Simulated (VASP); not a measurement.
# Hf in VASP: a series of runs

The runs below take Hf through electric field gradients, with PBE.

All numbers are computed with VASP 6.6.1; they aren't measurements. Logs are shortened: lines on timing, memory, paths and dates and some standing lists are left out, and cuts for length are marked.

## Step 1: The cell of the first run

Symmetry: I4/mmm, No. 139, tetragonal system. Conventional cell: a = 3.140 Å, b = 3.140 Å, c = 4.529 Å, α = 90.00°, β = 90.00°, γ = 90.00°. Hf (site symmetry 4/mmm) has 12 Hf at 3.14 to 3.17 Å within 4.1 Å.

## Step 2: Electric field gradients, PBE (zz strain of +2 %)

File INCAR:

```
PREC = Accurate
ENCUT = 520
EDIFF = 1E-8
ISMEAR = -1
SIGMA = 0.03
LREAL = False
LASPH = True
NELM = 60
ALGO = Normal
ISIF = 2
LWAVE = False
LCHARG = False
GGA = PE
LEFG = True
NBANDS = 11
```

File KPOINTS:

```
regular mesh
0
Gamma
  13 13 13
```

File POSCAR:

```
Hf
1.0
    0.0000000000      2.2200000000      2.2644000000
    2.2200000000      0.0000000000      2.2644000000
    2.2200000000      2.2200000000      0.0000000000
Hf
1
Direct
    0.0000000000      0.0000000000      0.0000000000
```

Potentials or basis: VASP PAW PBE potentials, release 64 (Hf_pv).

Command:

```bash
$ cat potpaw_PBE.64/Hf_pv/POTCAR > POTCAR
$ mpirun -np 1 vasp_std > vasp.out
```

OUTCAR:

```text
PREC = Accurate
   ENCUT = 520
   EDIFF = 1E-8
   ISMEAR = -1
   LREAL = False
   LASPH = True
   NELM = 60
   ISIF = 2
   GGA = PE

 ion  position               nearest neighbor table
   1  0.000  0.000  0.000-

  LATTYP: Found a body centered tetragonal cell.
 ALAT       =     3.1395541085
 C/A-ratio  =     1.4424978336

  Lattice vectors:

 A1 = (  -2.2200000000,   0.0000000000,   2.2644000000)
 A2 = (   2.2200000000,   0.0000000000,   2.2644000000)
 A3 = (   0.0000000000,   2.2200000000,  -2.2644000000)

Analysis of symmetry for initial positions (statically):
=====================================================================
 Subroutine PRICEL returns:
 Original cell was already a primitive cell.

 Routine SETGRP: Setting up the symmetry group for a
 body centered tetragonal supercell.

 Subroutine GETGRP returns: Found 16 space group operations
 (whereof 16 operations were pure point group operations)
 out of a pool of 16 trial point group operations.

The static configuration has the point symmetry D_4h.

Analysis of symmetry for dynamics (positions and initial velocities):
=====================================================================
 Subroutine PRICEL returns:
 Original cell was already a primitive cell.

 Routine SETGRP: Setting up the symmetry group for a
 body centered tetragonal supercell.

 Subroutine GETGRP returns: Found 16 space group operations
 (whereof 16 operations were pure point group operations)
 out of a pool of 16 trial point group operations.

The dynamic configuration has the point symmetry D_4h.

 Subroutine INISYM returns: Found 16 space group operations
 (whereof 16 operations are pure point group operations),
 and found     1 'primitive' translations

----------------------------------------------------------------------------------------

                                     Primitive cell

  volume of cell :      22.3197

  direct lattice vectors                    reciprocal lattice vectors
     0.000000000  2.220000000  2.264400000    -0.225225225  0.225225225  0.220809044
     2.220000000  0.000000000  2.264400000     0.225225225 -0.225225225  0.220809044
     2.220000000  2.220000000  0.000000000     0.225225225  0.225225225 -0.220809044
[... 118 lines left out ...]

 number of electron      10.0000000 magnetization

 number of electron       9.9999998 magnetization

 Free energy of the ion-electron system (eV)
  ---------------------------------------------------
  ext. energy  EPLUGINS =         0.00000000
  ---------------------------------------------------
  free energy    TOTEN  =        -9.85436467 eV

  energy without entropy =       -9.85000694  energy(sigma->0) =       -9.85218580

 E-fermi :   4.7474     XC(G=0): -11.2961

 val. band max:        4.7436909543   @ k =  -0.2308   0.0769   0.0000
 cond. band min:       4.7517854522   @ k =  -0.1538   0.1538   0.0000
 fundamental gap:      0.0080944979
 Fermi energy:         4.7473908786

 k-point     1 :       0.0000    0.0000    0.0000
  band No.  band energies     occupation
      1     -25.2492      2.00000
      2     -25.2480      2.00000
      3     -25.2480      2.00000
      4      -2.4615      2.00000
      5       6.0118      0.00000
      6       6.2413      0.00000
      7       6.2413      0.00000
      8       8.7880      0.00000
      9       9.1255      0.00000
     10      16.0854      0.00000
     11      17.8335      0.00000
[... 309 lines left out ...]
 k-point    24 :       0.4615    0.1538    0.0000
  band No.  band energies     occupation
      1     -25.9575      2.00000
      2     -25.4571      2.00000
      3     -25.3873      2.00000
      4       1.5760      2.00000
      5       4.2962      2.00000
      6       5.3303      0.00000
      7       6.8605      0.00000
      8      10.7956      0.00000
      9      11.1157      0.00000
     10      14.2894      0.00000
     11      17.6055      0.00000

 [... further k-points ...]
[... 5 lines left out ...]
  --------------------------------------------------------------------------------------
  -------------------------------------------------------------------------------------
  Total        0.1347967      0.1347967     -0.0227234      0.0000000      0.0000000      0.0000000
  in kB        9.6761121      9.6761121     -1.6311502      0.0000000      0.0000000      0.0000000
  external PRESSURE =       5.9070247 kB  Pullay stress =       0.0000000 kB

 VOLUME and BASIS-vectors are now :
 -----------------------------------------------------------------------------
  energy-cutoff  :      520.00
  volume of cell :       22.32
      direct lattice vectors                 reciprocal lattice vectors
     0.000000000  2.220000000  2.264400000    -0.225225225  0.225225225  0.220809044
     2.220000000  0.000000000  2.264400000     0.225225225 -0.225225225  0.220809044
     2.220000000  2.220000000  0.000000000     0.225225225  0.225225225 -0.220809044

 POSITION                                       TOTAL-FORCE (eV/Angst)
 -----------------------------------------------------------------------------------
      0.00000      0.00000      0.00000        -0.000000      0.000000     -0.000000
 -----------------------------------------------------------------------------------
    total drift:                               -0.000000      0.000000      0.000000

  FREE ENERGIE OF THE ION-ELECTRON SYSTEM (eV)
  ---------------------------------------------------
  free  energy   TOTEN  =        -9.8543646729 eV

  energy  without entropy=       -9.8500069354  energy(sigma->0) =       -9.85218580

 Electric field gradients (V/A^2)
---------------------------------------------------------------------
 ion       V_xx      V_yy      V_zz      V_xy      V_xz      V_yz
---------------------------------------------------------------------
   1       6.379     6.379   -12.758    -0.001    -0.000    -0.000
---------------------------------------------------------------------

 Electric field gradients after diagonalization (V/A^2)
 (convention: |V_zz| > |V_xx| > |V_yy|)
----------------------------------------------------------------------
 ion       V_xx      V_yy      V_zz     asymmetry (V_yy - V_xx)/ V_zz
----------------------------------------------------------------------
   1       6.380     6.378   -12.758       0.000
----------------------------------------------------------------------

           NMR quadrupolar parameters

 Cq : quadrupolar parameter    Cq=e*Q*V_zz/h
 eta: asymmetry parameters     (V_yy - V_xx)/ V_zz
 Q  : nuclear electric quadrupole moment in mb (millibarn)
----------------------------------------------------------------------
 ion       Cq(MHz)       eta       Q (mb)
----------------------------------------------------------------------
   1      -0.031       0.000       1.000
----------------------------------------------------------------------
```

OSZICAR:

```text
N       E                     dE             d eps       ncg     rms          rms(c)
DAV:   1     0.127859934619E+02    0.12786E+02   -0.57791E+03  4360   0.844E+02
DAV:   2    -0.974933995033E+01   -0.22535E+02   -0.21859E+02  5368   0.154E+02
DAV:   3    -0.101873772188E+02   -0.43804E+00   -0.43230E+00  5496   0.148E+01
DAV:   4    -0.101891020639E+02   -0.17248E-02   -0.17246E-02  4945   0.111E+00
DAV:   5    -0.101891112487E+02   -0.91848E-05   -0.91846E-05  5472   0.725E-02    0.460E+01
DAV:   6    -0.994045316163E+01    0.24866E+00   -0.20938E-01  4834   0.345E+00    0.270E+01
DAV:   7    -0.985754260382E+01    0.82911E-01   -0.30882E-01  5011   0.406E+00    0.165E+00
DAV:   8    -0.985436984220E+01    0.31728E-02   -0.19898E-02  4897   0.974E-01    0.859E-01
DAV:   9    -0.985436353228E+01    0.63099E-05   -0.40359E-04  5129   0.147E-01    0.832E-02
DAV:  10    -0.985436440350E+01   -0.87123E-06   -0.13950E-05  5064   0.318E-02    0.516E-02
DAV:  11    -0.985436470173E+01   -0.29823E-06   -0.14515E-06  5238   0.949E-03    0.298E-03
DAV:  12    -0.985436472034E+01   -0.18613E-07   -0.31703E-08  5112   0.166E-03    0.142E-03
DAV:  13    -0.985436466307E+01    0.57278E-07   -0.13576E-09  3136   0.357E-04    0.376E-04
DAV:  14    -0.985436467291E+01   -0.98391E-08   -0.17752E-10  2897   0.113E-04
   1 F= -.98543647E+01 E0= -.98521858E+01  d E =-.435774E-02
```

stdout:

```text
POSCAR found type information on POSCAR Hf
 POSCAR found :  1 types and       1 ions
 scaLAPACK will be used
 LDA part: xc-table for (Slater+PW92), standard interpolation
 POSCAR, INCAR and KPOINTS ok, starting setup
 FFT: planning ... GRIDC
 FFT: planning ... GRID_SOFT
 FFT: planning ... GRID
 WAVECAR not read
 entering main loop
ion   1
```

Wall time 23 s (1 thread of Intel Xeon Platinum 8259CL at 2.50GHz (Skylake/Cascade Lake), shared host); peak memory 0.17 GiB.

What came out:

```yaml
Free_energy: -9.8544 eV
Pressure: 0.6 GPa
Band_gap_on_the_k_mesh: zero (band 5 reaches 6.01 eV, above the bottom of band 6 at 4.13 eV)
```

Stress tensor (GPa, compression positive):
```
 0.97  0.00  0.00
 0.00  0.97  0.00
 0.00  0.00 -0.16
```

Electric field gradients, principal values (V/Å²):
```
atom  least  middle  greatest (by size)
1 Hf  6.378   6.380             -12.758
```

Caveat: the cell differs from its parent crystal (zz strain of +2 %); without QUAD_EFG the Cq values of the log hold for a quadrupole moment of 1 mb, not for the nuclei; spin-orbit coupling is left out, which moves the levels of the heavy elements.

## Step 3: Electric field gradients, PBE (equal xx and yy strain of +2 %)

File INCAR:

```
SYSTEM = Hf
ALGO = Normal
EDIFF = 1E-8
ENCUT = 520
GGA = PE
ISIF = 2
ISMEAR = -1
LASPH = .True.
LCHARG = .False.
LEFG = .True.
LREAL = .False.
LWAVE = .False.
NBANDS = 11
NELM = 80
PREC = Accurate
SIGMA = 0.03
```

File KPOINTS:

```
k-points
0
Gamma
  13 13 13
  0 0 0
```

File POSCAR:

```
Hf
1.0
    0.0000000000      2.2644000000      2.2200000000
    2.2644000000      0.0000000000      2.2200000000
    2.2644000000      2.2644000000      0.0000000000
Hf
1
Direct
    0.0000000000      0.0000000000      0.0000000000
```

Potentials or basis: VASP PAW PBE potentials, release 64 (Hf_pv).

Command:

```bash
$ cat potpaw_PBE.64/Hf_pv/POTCAR > POTCAR
$ mpirun -np 1 vasp_std > vasp.out
```

OUTCAR:

```text
SYSTEM = Hf
   EDIFF = 1E-8
   ENCUT = 520
   GGA = PE
   ISIF = 2
   ISMEAR = -1
   LASPH = .True.
   LREAL = .False.
   NELM = 80
   PREC = Accurate

 ion  position               nearest neighbor table
   1  0.000  0.000  0.000-

  LATTYP: Found a body centered tetragonal cell.
 ALAT       =     3.2023451906
 C/A-ratio  =     1.3864838847

  Lattice vectors:

 A1 = (   0.0000000000,  -2.2644000000,  -2.2200000000)
 A2 = (   0.0000000000,   2.2644000000,  -2.2200000000)
 A3 = (   2.2644000000,   0.0000000000,   2.2200000000)
[... 542 lines left out ...]
    total drift:                               -0.000000     -0.000000     -0.000000

  FREE ENERGIE OF THE ION-ELECTRON SYSTEM (eV)
  ---------------------------------------------------
  free  energy   TOTEN  =        -9.8536857447 eV

  energy  without entropy=       -9.8497173219  energy(sigma->0) =       -9.85170153

 Electric field gradients (V/A^2)
---------------------------------------------------------------------
 ion       V_xx      V_yy      V_zz      V_xy      V_xz      V_yz
---------------------------------------------------------------------
   1      -8.551    -8.551    17.101    -0.000    -0.001    -0.001
---------------------------------------------------------------------

 Electric field gradients after diagonalization (V/A^2)
 (convention: |V_zz| > |V_xx| > |V_yy|)
----------------------------------------------------------------------
 ion       V_xx      V_yy      V_zz     asymmetry (V_yy - V_xx)/ V_zz
----------------------------------------------------------------------
   1      -8.551    -8.550    17.101       0.000
----------------------------------------------------------------------

           NMR quadrupolar parameters

 Cq : quadrupolar parameter    Cq=e*Q*V_zz/h
 eta: asymmetry parameters     (V_yy - V_xx)/ V_zz
 Q  : nuclear electric quadrupole moment in mb (millibarn)
----------------------------------------------------------------------
 ion       Cq(MHz)       eta       Q (mb)
----------------------------------------------------------------------
   1       0.041       0.000       1.000
----------------------------------------------------------------------
```

stdout:

```text
POSCAR found type information on POSCAR Hf
 POSCAR found :  1 types and       1 ions
 scaLAPACK will be used
 LDA part: xc-table for (Slater+PW92), standard interpolation
 POSCAR, INCAR and KPOINTS ok, starting setup
 FFT: planning ... GRIDC
 FFT: planning ... GRID_SOFT
 FFT: planning ... GRID
 WAVECAR not read
 entering main loop
ion   1
```

Run time: 27 s. Hardware: 1 thread of Intel Xeon Platinum 8259CL at 2.50GHz (Skylake/Cascade Lake), shared host; peak memory 0.17 GiB.

What came out:

```yaml
Free_energy: -9.8537 eV
Pressure: -1.5 GPa
Band_gap_on_the_k_mesh: zero (band 5 reaches 5.95 eV, above the bottom of band 6 at 4.03 eV)
```

Stress tensor (GPa, compression positive):
```
-1.64  0.00  0.00
 0.00 -1.64  0.00
 0.00  0.00 -1.12
```

Electric field gradients, principal values (V/Å²):
```csv
atom,least,middle,greatest (by size)
1 Hf,-8.550,-8.551,17.101
```

Caveat: the cell differs from its parent crystal (equal xx and yy strain of +2 %); without QUAD_EFG the Cq values of the log hold for a quadrupole moment of 1 mb, not for the nuclei; spin-orbit coupling is left out, which moves the levels of the heavy elements.

## Step 4: Electric field gradients, PBE (equal xx and yy strain of +2 %)

File INCAR:

```
ALGO = Normal
EDIFF = 1E-8
ENCUT = 520
GGA = PE
ISIF = 2
ISMEAR = -1
LASPH = True
LCHARG = False
LEFG = True
LREAL = False
LWAVE = False
NBANDS = 11
NELM = 80
PREC = Accurate
SIGMA = 0.03
```

File KPOINTS:

```
k-points
0
Gamma
  13 13 13
```

POSCAR is that of step 3.

Potentials or basis: VASP PAW PBE potentials, release 64 (Hf_pv).

Command:

```bash
$ cat potpaw_PBE.64/Hf_pv/POTCAR > POTCAR
$ mpirun -np 1 vasp_std > vasp.out
```

OUTCAR:

```text
EDIFF = 1E-8
   ENCUT = 520
   GGA = PE
   ISIF = 2
   ISMEAR = -1
   LASPH = True
   LREAL = False
   NELM = 80
   PREC = Accurate

 ion  position               nearest neighbor table
   1  0.000  0.000  0.000-

  LATTYP: Found a body centered tetragonal cell.
 ALAT       =     3.2023451906
 C/A-ratio  =     1.3864838847

  Lattice vectors:

 A1 = (   0.0000000000,  -2.2644000000,  -2.2200000000)
 A2 = (   0.0000000000,   2.2644000000,  -2.2200000000)
 A3 = (   2.2644000000,   0.0000000000,   2.2200000000)

Analysis of symmetry for initial positions (statically):
=====================================================================
 Subroutine PRICEL returns:
 Original cell was already a primitive cell.

 Routine SETGRP: Setting up the symmetry group for a
 body centered tetragonal supercell.

 Subroutine GETGRP returns: Found 16 space group operations
 (whereof 16 operations were pure point group operations)
 out of a pool of 16 trial point group operations.

The static configuration has the point symmetry D_4h.

Analysis of symmetry for dynamics (positions and initial velocities):
=====================================================================
 Subroutine PRICEL returns:
 Original cell was already a primitive cell.

 Routine SETGRP: Setting up the symmetry group for a
 body centered tetragonal supercell.

 Subroutine GETGRP returns: Found 16 space group operations
 (whereof 16 operations were pure point group operations)
 out of a pool of 16 trial point group operations.

The dynamic configuration has the point symmetry D_4h.

[... 152 lines left out ...]
 k-point     1 :       0.0000    0.0000    0.0000
  band No.  band energies     occupation
      1     -25.4573      2.00000
      2     -25.4572      2.00000
      3     -25.4572      2.00000
      4      -2.5300      2.00000
      5       5.9460      0.00000
      6       5.9460      0.00000
      7       6.1656      0.00000
      8       8.5828      0.00000
      9       8.8978      0.00000
     10      15.8833      0.00000
     11      17.6276      0.00000
[... 309 lines left out ...]
 k-point    24 :       0.4615    0.1538    0.0000
  band No.  band energies     occupation
      1     -26.1318      2.00000
      2     -25.6367      2.00000
      3     -25.6109      2.00000
      4       1.5158      2.00000
      5       4.1459      2.00000
      6       5.3802      0.00000
      7       6.4635      0.00000
      8      10.4561      0.00000
      9      10.9454      0.00000
     10      13.9751      0.00000
     11      17.5271      0.00000

 [... further k-points ...]
[... 5 lines left out ...]
  --------------------------------------------------------------------------------------
  -------------------------------------------------------------------------------------
  Total       -0.2324847     -0.2324847     -0.1590672      0.0000000     -0.0000000      0.0000000
  in kB      -16.3612222    -16.3612222    -11.1944326      0.0000000     -0.0000000      0.0000000
  external PRESSURE =     -14.6389590 kB  Pullay stress =       0.0000000 kB

 VOLUME and BASIS-vectors are now :
 -----------------------------------------------------------------------------
  energy-cutoff  :      520.00
  volume of cell :       22.77
      direct lattice vectors                 reciprocal lattice vectors
     0.000000000  2.264400000  2.220000000    -0.220809044  0.220809044  0.225225225
     2.264400000  0.000000000  2.220000000     0.220809044 -0.220809044  0.225225225
     2.264400000  2.264400000  0.000000000     0.220809044  0.220809044 -0.225225225

 POSITION                                       TOTAL-FORCE (eV/Angst)
 -----------------------------------------------------------------------------------
      0.00000      0.00000      0.00000         0.000000      0.000000      0.000000
 -----------------------------------------------------------------------------------
    total drift:                               -0.000000     -0.000000     -0.000000

  FREE ENERGIE OF THE ION-ELECTRON SYSTEM (eV)
  ---------------------------------------------------
  free  energy   TOTEN  =        -9.8536857447 eV

  energy  without entropy=       -9.8497173219  energy(sigma->0) =       -9.85170153

 Electric field gradients (V/A^2)
---------------------------------------------------------------------
 ion       V_xx      V_yy      V_zz      V_xy      V_xz      V_yz
---------------------------------------------------------------------
   1      -8.551    -8.551    17.101    -0.000    -0.001    -0.001
---------------------------------------------------------------------

 Electric field gradients after diagonalization (V/A^2)
 (convention: |V_zz| > |V_xx| > |V_yy|)
----------------------------------------------------------------------
 ion       V_xx      V_yy      V_zz     asymmetry (V_yy - V_xx)/ V_zz
----------------------------------------------------------------------
   1      -8.551    -8.550    17.101       0.000
----------------------------------------------------------------------

           NMR quadrupolar parameters

 Cq : quadrupolar parameter    Cq=e*Q*V_zz/h
 eta: asymmetry parameters     (V_yy - V_xx)/ V_zz
 Q  : nuclear electric quadrupole moment in mb (millibarn)
----------------------------------------------------------------------
 ion       Cq(MHz)       eta       Q (mb)
----------------------------------------------------------------------
   1       0.041       0.000       1.000
----------------------------------------------------------------------
```

stdout:

```text
POSCAR found type information on POSCAR Hf
 POSCAR found :  1 types and       1 ions
 scaLAPACK will be used
 LDA part: xc-table for (Slater+PW92), standard interpolation
 POSCAR, INCAR and KPOINTS ok, starting setup
 FFT: planning ... GRIDC
 FFT: planning ... GRID_SOFT
 FFT: planning ... GRID
 WAVECAR not read
 entering main loop
ion   1
```

Wall time 24 s (1 thread of Intel Xeon Platinum 8259CL at 2.50GHz (Skylake/Cascade Lake), shared host); peak memory 0.17 GiB.

Results:

- Free energy: -9.8537 eV
- Pressure: -1.5 GPa
- Band gap on the k mesh: zero (band 5 reaches 5.95 eV, above the bottom of band 6 at 4.03 eV)

Electric field gradients, principal values (V/Å²):
```tsv
atom	least	middle	greatest (by size)
1 Hf	-8.550	-8.551	17.101
```

Caveat: the cell differs from its parent crystal (equal xx and yy strain of +2 %); without QUAD_EFG the Cq values of the log hold for a quadrupole moment of 1 mb, not for the nuclei; spin-orbit coupling is left out, which moves the levels of the heavy elements.

(Continued in part 2 of 2.)
